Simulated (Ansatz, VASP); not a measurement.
**Two plane-wave programs on SnO2**

```
Sn O
1.0
     3.21157    0.00000    0.00000
    -1.60579    2.78130    0.00000
     0.00000    0.00000   10.34276
Sn O
2 4
Direct
  0.00000 0.00000 0.50000
  0.00000 0.00000 0.00000
  0.69698 0.39395 0.38402
  0.69698 0.39395 0.08029
  0.36364 0.72729 0.58029
  0.36364 0.72729 0.88402
```

Change from the starting cell: all O atoms moved -0.250 Å, as atom 3 towards its neighbour atom 5 (O) at 2.749 Å.

Alike in both runs: task single point; functional PBE; dispersion D3(BJ); k mesh 12 × 12 × 4; occupations gaussian, width 0.05 eV; no spin polarisation.

|  | VASP | Ansatz |
| --- | --- | --- |
| version | VASP 6.6.1 | Ansatz 0.2.0 |
| potentials or method | VASP PAW PBE potentials, release 64 (Sn_d, O), cutoff 520 eV | scalar-relativistic, plane waves, PAW |
| valence electrons in the cell | 52 | 52 |

Ansatz gave:

- gap on the k mesh at the Fermi level (eV): 1.87
- least direct gap on the mesh (eV): 1.93
- pressure (GPa): 4.5
- traceless stress, the component that is largest in VASP (GPa): -4.83
- rms of the force components (eV/Å): 2.093

Question: Which values does VASP return?

Answer: gap on the k mesh at the Fermi level (eV): 1.84; least direct gap on the mesh (eV): 1.91; pressure (GPa): 5.0; traceless stress, the component that is largest in VASP (GPa): -5.13; rms of the force components (eV/Å): 2.108.

Atom by atom the forces differ by 0.032 eV/Å (rms over components).
